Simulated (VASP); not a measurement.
# CsH (Fm-3m) in VASP: a series of runs, part 2 of 3

VASP 6.6.1. The steps go on from the part before.

## (3) Single point, r2SCAN

This run uses another cell than the first one, of 19.81 Å³/atom.

POSCAR

```
CsH
1.0
    0.0000000000      2.7059480669      2.7059480669
    2.7059480669      0.0000000000      2.7059480669
    2.7059480669      2.7059480669      0.0000000000
Cs H
1 1
Direct
    0.0000000000      0.0000000000      0.0000000000
    0.5000000000      0.5000000000      0.5000000000
```

INCAR.step1

```
SYSTEM = CsH
PREC = Accurate ; ENCUT = 520
ISMEAR = 0 ; SIGMA = 0.02
LREAL = .False. ; LASPH = .True.
NELM = 80 ; NBANDS = 12
GGA = PE ; ALGO = Normal
EDIFF = 1E-4 ; LWAVE = .True.
LCHARG = .False.
```

INCAR.step2

```
SYSTEM = CsH
PREC = Accurate ; ENCUT = 520
EDIFF = 1E-7 ; ISMEAR = 0
SIGMA = 0.02 ; LREAL = .False.
LASPH = .True. ; NELM = 80
ALGO = Normal ; ISIF = 2
LWAVE = .False. ; LCHARG = .False.
METAGGA = R2SCAN ; LMIXTAU = .True.
NBANDS = 12 ; ISTART = 1
```

KPOINTS

```
regular mesh
0
Gamma
  8 8 8
  0 0 0
```

Potentials or basis: VASP PAW PBE potentials, release 64 (Cs_sv, H).

The run is started by

```console
> cat potpaw_PBE.64/Cs_sv/POTCAR potpaw_PBE.64/H/POTCAR > POTCAR
> cp INCAR.step1 INCAR
> mpirun -np 1 vasp_std > vasp.out
> cp INCAR.step2 INCAR
> mpirun -np 1 vasp_std > vasp.out
```

OUTCAR:

```text
SYSTEM = CsH
   PREC = Accurate
   ENCUT = 520
   EDIFF = 1E-7
   ISMEAR = 0
   LREAL = .False.
   LASPH = .True.
   NELM = 80
   ISIF = 2
   METAGGA = R2SCAN
   ISTART = 1

 ion  position               nearest neighbor table
   1  0.000  0.000  0.000-
   2  0.500  0.500  0.500-

  LATTYP: Found a face centered cubic cell.
 ALAT       =     5.4118961338

  Lattice vectors:

 A1 = (   0.0000000000,   2.7059480669,   2.7059480669)
 A2 = (   2.7059480669,   0.0000000000,   2.7059480669)
 A3 = (   2.7059480669,   2.7059480669,   0.0000000000)

Analysis of symmetry for initial positions (statically):
=====================================================================
 Subroutine PRICEL returns:
 Original cell was already a primitive cell.

 Routine SETGRP: Setting up the symmetry group for a
 face centered cubic supercell.

 Subroutine GETGRP returns: Found 48 space group operations
 (whereof 48 operations were pure point group operations)
 out of a pool of 48 trial point group operations.

The static configuration has the point symmetry O_h .

Analysis of symmetry for dynamics (positions and initial velocities):
=====================================================================
 Subroutine PRICEL returns:
 Original cell was already a primitive cell.

 Routine SETGRP: Setting up the symmetry group for a
 face centered cubic supercell.

 Subroutine GETGRP returns: Found 48 space group operations
 (whereof 48 operations were pure point group operations)
 out of a pool of 48 trial point group operations.

The dynamic configuration has the point symmetry O_h .

 Subroutine INISYM returns: Found 48 space group operations
 (whereof 48 operations are pure point group operations),
 and found     1 'primitive' translations

----------------------------------------------------------------------------------------

                                     Primitive cell

[... 112 lines left out ...]
  Fermi-wavevector in a.u.,A,eV,Ry     =   1.034535  1.954989 14.561820  1.070264
  Thomas-Fermi vector in A             =   2.168835
   LORBIT       =      0    0 simple, 1 ext, 2 COOP (PROOUT), +10 PAW based schemes
   METAGGA = R2SCAN    functional components
   LHFCALC =     F    Hartree Fock is set to
   AEXX    =    0.0000 exact exchange contribution
   IVDW    =     0    specifies the selected vdW correction
   LEPSILON=     F    determine dielectric tensor
   LRPA    =     F    only Hartree local field effects (RPA)
 non-spin polarized calculation
 Gauss-broadening in eV      SIGMA  =   0.02
  energy-cutoff  :      520.00
  volume of cell :       39.63
 maximum number of plane-waves:      1090
   NGX = 15   NGY = 15   NGZ = 15

 number of electron       9.9999998 magnetization

 Free energy of the ion-electron system (eV)
  ---------------------------------------------------
  ext. energy  EPLUGINS =         0.00000000
  ---------------------------------------------------
  free energy    TOTEN  =       -28.31449121 eV

  energy without entropy =      -28.31449121  energy(sigma->0) =      -28.31449121

 E-fermi :   3.2945     XC(G=0):  -9.7538

 val. band max:        3.1753871224   @ k =   0.5000   0.0000   0.0000
 cond. band min:       4.8721624513   @ k =   0.5000   0.0000   0.0000
 fundamental gap:      1.6967753289
 Fermi energy:         3.2945493416

 k-point     1 :       0.0000    0.0000    0.0000
  band No.  band energies     occupation
      1     -19.9643      2.00000
      2      -4.9420      2.00000
      3      -4.9420      2.00000
      4      -4.9420      2.00000
      5       0.4606      2.00000
      6       8.3777      0.00000
      7       8.3777      0.00000
      8       8.3777      0.00000
      9      11.4184      0.00000
     10      11.4184      0.00000
     11      11.4729      0.00000
     12      12.5720      0.00000
[... 331 lines left out ...]
 k-point    24 :      -0.3750    0.2500    0.1250
  band No.  band energies     occupation
      1     -19.3768      2.00000
      2      -7.4916      2.00000
      3      -6.0506      2.00000
      4      -5.5326      2.00000
      5       1.9571      2.00000
      6       6.1940      0.00000
      7       8.2476      0.00000
      8       9.0046      0.00000
      9      12.2270      0.00000
     10      12.5589      0.00000
     11      15.6181      0.00000
     12      15.9263      0.00000

 [... further k-points ...]
[... 5 lines left out ...]
  --------------------------------------------------------------------------------------
  -------------------------------------------------------------------------------------
  Total        3.1071066      3.1071066      3.1071066      0.0000000      0.0000000     -0.0000000
  in kB      125.6256620    125.6256620    125.6256620      0.0000000      0.0000000     -0.0000000
  external PRESSURE =     125.6256620 kB  Pullay stress =       0.0000000 kB

 VOLUME and BASIS-vectors are now :
 -----------------------------------------------------------------------------
  energy-cutoff  :      520.00
  volume of cell :       39.63
      direct lattice vectors                 reciprocal lattice vectors
     0.000000000  2.705948067  2.705948067    -0.184778121  0.184778121  0.184778121
     2.705948067  0.000000000  2.705948067     0.184778121 -0.184778121  0.184778121
     2.705948067  2.705948067  0.000000000     0.184778121  0.184778121 -0.184778121

 POSITION                                       TOTAL-FORCE (eV/Angst)
 -----------------------------------------------------------------------------------
      0.00000      0.00000      0.00000        -0.000000     -0.000000      0.000000
      2.70595      2.70595      2.70595         0.000000      0.000000     -0.000000
 -----------------------------------------------------------------------------------
    total drift:                               -0.000000      0.000000      0.000000

  FREE ENERGIE OF THE ION-ELECTRON SYSTEM (eV)
  ---------------------------------------------------
  free  energy   TOTEN  =       -28.3144912097 eV

  energy  without entropy=      -28.3144912097  energy(sigma->0) =      -28.31449121
```

OUTCAR.step1:

```text
SYSTEM = CsH
   PREC = Accurate
   ENCUT = 520
   ISMEAR = 0
   LREAL = .False.
   LASPH = .True.
[... 583 lines left out ...]
      0.00000      0.00000      0.00000         0.000000     -0.000000      0.000000
      2.70595      2.70595      2.70595         0.000000      0.000000     -0.000000
 -----------------------------------------------------------------------------------
    total drift:                               -0.000000      0.000000      0.000000

  FREE ENERGIE OF THE ION-ELECTRON SYSTEM (eV)
  ---------------------------------------------------
  free  energy   TOTEN  =        -3.8393606744 eV

  energy  without entropy=       -3.8393606744  energy(sigma->0) =       -3.83936067
```

OSZICAR.step1:

```text
N       E                     dE             d eps       ncg     rms          rms(c)
DAV:   1     0.413730220311E+02    0.41373E+02   -0.48682E+03   696   0.739E+02
DAV:   2    -0.227146205060E+01   -0.43644E+02   -0.41487E+02   884   0.120E+02
DAV:   3    -0.489720734583E+01   -0.26257E+01   -0.26183E+01   860   0.306E+01
DAV:   4    -0.491119503186E+01   -0.13988E-01   -0.13986E-01   804   0.240E+00
DAV:   5    -0.491122454266E+01   -0.29511E-04   -0.29511E-04   844   0.124E-01    0.440E+00
DAV:   6    -0.403860493514E+01    0.87262E+00   -0.60326E-01   792   0.432E+00    0.197E+00
DAV:   7    -0.382862117372E+01    0.20998E+00   -0.73997E-01   800   0.394E+00    0.628E-01
DAV:   8    -0.384444959167E+01   -0.15828E-01   -0.71035E-02   788   0.148E+00    0.301E-01
DAV:   9    -0.383935067471E+01    0.50989E-02   -0.13304E-02   784   0.638E-01    0.482E-02
DAV:  10    -0.383939846690E+01   -0.47792E-04   -0.13966E-03   788   0.185E-01    0.403E-02
DAV:  11    -0.383936067440E+01    0.37793E-04   -0.23525E-04   760   0.743E-02
   1 F= -.38393607E+01 E0= -.38393607E+01  d E =-.127309E-45
```

It took 69 s on 1 thread of Intel Xeon Platinum 8375C at 2.90GHz (Ice Lake), shared host; peak memory 0.17 GiB.

What came out:

| Quantity | Value |
| --- | --- |
| Free energy | -28.3145 eV |
| Pressure | 12.6 GPa |
| Band gap on the k mesh | 1.70 eV |

Levels at points of the mesh, in eV from the valence-band top:
```
           k point  band 2  band 3  band 4  band 5  band 6  band 7  band 8  band 9
(0.00, 0.00, 0.00)   -8.12   -8.12   -8.12   -2.71    5.20    5.20    5.20    8.24
(0.50, 0.00, 0.00)  -11.06   -8.43   -8.43    0.00    1.70    4.53    4.53    9.63
(0.50, 0.50, 0.00)  -10.55   -9.07   -9.07   -3.26    1.85    8.92   10.76   11.10
```

Caveat: the cell stands under pressure; the PAW data sets were made with another functional, which shifts forces and pressure a little; spin-orbit coupling is left out, which moves the levels of the heavy elements.

## (4) Single point, r2SCAN

This run uses another cell than the first one, of 37.00 Å³/atom.

POSCAR

```
CsH
1.0
    0.0000000000      3.3322828934      3.3322828934
    3.3322828934      0.0000000000      3.3322828934
    3.3322828934      3.3322828934      0.0000000000
Cs H
1 1
Direct
    0.0000000000      0.0000000000      0.0000000000
    0.5000000000      0.5000000000      0.5000000000
```

INCAR.step1

```
SYSTEM = CsH
PREC = Accurate
ENCUT = 520
ISMEAR = 0
SIGMA = 0.02
LREAL = .False.
LASPH = .True.
NELM = 80
NBANDS = 12
GGA = PE
ALGO = Normal
EDIFF = 1E-4
LWAVE = .True.
LCHARG = .False.
```

INCAR.step2

```
SYSTEM = CsH
PREC = Accurate
ENCUT = 520
EDIFF = 1E-6
ISMEAR = 0
SIGMA = 0.02
LREAL = .False.
LASPH = .True.
NELM = 80
ALGO = Normal
ISIF = 2
LWAVE = .False.
LCHARG = .True.
METAGGA = R2SCAN
LMIXTAU = .True.
LELF = .True.
LVHAR = .True.
NBANDS = 12
ISTART = 1
```

KPOINTS

```
regular mesh
0
Gamma
  6 6 6
  0 0 0
```

The run is started by

```console
> cat potpaw_PBE.64/Cs_sv/POTCAR potpaw_PBE.64/H/POTCAR > POTCAR
> cp INCAR.step1 INCAR
> mpirun -np 1 vasp_std > vasp.out
> cp INCAR.step2 INCAR
> mpirun -np 1 vasp_std > vasp.out
```

It took 69 s on 1 thread of Intel Xeon Platinum 8375C at 2.90GHz (Ice Lake), shared host; peak memory 0.21 GiB.

Results (log left out):

| Item | Value |
| --- | --- |
| Free energy | -28.9601 eV |
| Pressure | -1.0 GPa |
| Band gap on the k mesh | 2.78 eV |

Levels at points of the mesh, in eV from the valence-band top:
```
           k point  band 1  band 2  band 3  band 4  band 5  band 6  band 7  band 8  band 9  band 10
(0.00, 0.00, 0.00)  -22.07   -8.27   -8.27   -8.27   -1.39    5.67    5.67    5.67    5.85     7.35
(0.50, 0.00, 0.00)  -22.03   -8.83   -8.33   -8.33    0.00    2.78    5.28    5.28    7.32     8.45
(0.50, 0.50, 0.00)  -22.01   -8.75   -8.45   -8.45   -0.82    3.71    5.56    8.03    8.43     8.43
```

Caveat: the PAW data sets were made with another functional, which shifts forces and pressure a little; spin-orbit coupling is left out, which moves the levels of the heavy elements. A k mesh can miss the band edges.

## (5) Single point, r2SCAN

This run uses another cell than the first one, of 13.11 Å³/atom.

POSCAR

```
CsH
1.0
    0.0000000000      2.3581071793      2.3581071793
    2.3581071793      0.0000000000      2.3581071793
    2.3581071793      2.3581071793      0.0000000000
Cs H
1 1
Direct
    0.0000000000      0.0000000000      0.0000000000
    0.5000000000      0.5000000000      0.5000000000
```

INCAR.step1

```
SYSTEM = CsH
PREC     = Accurate       ! precision mode
ENCUT    = 520            ! plane-wave cutoff, eV
ISMEAR   = 0              ! smearing method
SIGMA    = 0.02           ! smearing width, eV
LREAL    = .FALSE.        ! projectors in reciprocal space
LASPH    = .TRUE.         ! aspherical terms in the spheres
NELM     = 100            ! most SCF steps
NBANDS   = 12             ! bands
GGA      = PE             ! functional
ALGO     = Normal         ! electronic algorithm
EDIFF    = 1E-4           ! SCF threshold, eV
LWAVE    = .TRUE.         ! write WAVECAR
LCHARG   = .FALSE.        ! write CHGCAR
```

INCAR.step2

```
SYSTEM = CsH
PREC     = Accurate       ! precision mode
ENCUT    = 520            ! plane-wave cutoff, eV
EDIFF    = 1E-6           ! SCF threshold, eV
ISMEAR   = 0              ! smearing method
SIGMA    = 0.02           ! smearing width, eV
LREAL    = .FALSE.        ! projectors in reciprocal space
LASPH    = .TRUE.         ! aspherical terms in the spheres
NELM     = 100            ! most SCF steps
ALGO     = Normal         ! electronic algorithm
ISIF     = 2              ! what is computed and relaxed
LWAVE    = .FALSE.        ! write WAVECAR
LCHARG   = .FALSE.        ! write CHGCAR
METAGGA  = R2SCAN         ! meta-GGA
LMIXTAU  = .TRUE.       
NBANDS   = 12             ! bands
ISTART   = 1
```

KPOINTS

```
Automatic mesh
0
G
  10 10 10
  0 0 0
```

The run is started by

```console
> cat potpaw_PBE.64/Cs_sv/POTCAR potpaw_PBE.64/H/POTCAR > POTCAR
> cp INCAR.step1 INCAR
> mpirun -np 1 vasp_std > vasp.out
> cp INCAR.step2 INCAR
> mpirun -np 1 vasp_std > vasp.out
```

It took 73 s on 1 thread of Intel Xeon Platinum 8375C at 2.90GHz (Ice Lake), shared host; peak memory 0.17 GiB.

It converged, with:

```
Free energy            : -26.0085 eV
Pressure               : 53.4 GPa
Band gap on the k mesh : zero (bands 5 and 6 overlap by 0.32 eV)
```

Levels at points of the mesh, in eV from the Fermi level:
```csv
k point,band 2,band 3,band 4,band 5,band 6,band 7,band 8,band 9
"(0.00, 0.00, 0.00)",-7.74,-7.74,-7.74,-2.77,4.58,4.58,4.58,9.07
"(0.50, 0.00, 0.00)",-14.48,-8.50,-8.50,0.07,0.95,3.56,3.56,12.13
"(0.50, 0.50, 0.00)",-13.35,-10.09,-10.09,-5.91,-0.24,13.03,13.61,14.11
```

Caveat: the cell stands under pressure; the PAW data sets were made with another functional, which shifts forces and pressure a little; spin-orbit coupling is left out, which moves the levels of the heavy elements.

(Continued in part 3 of 3.)

The gap in the log of VASP goes by the Fermi energy; the results here count the filled bands.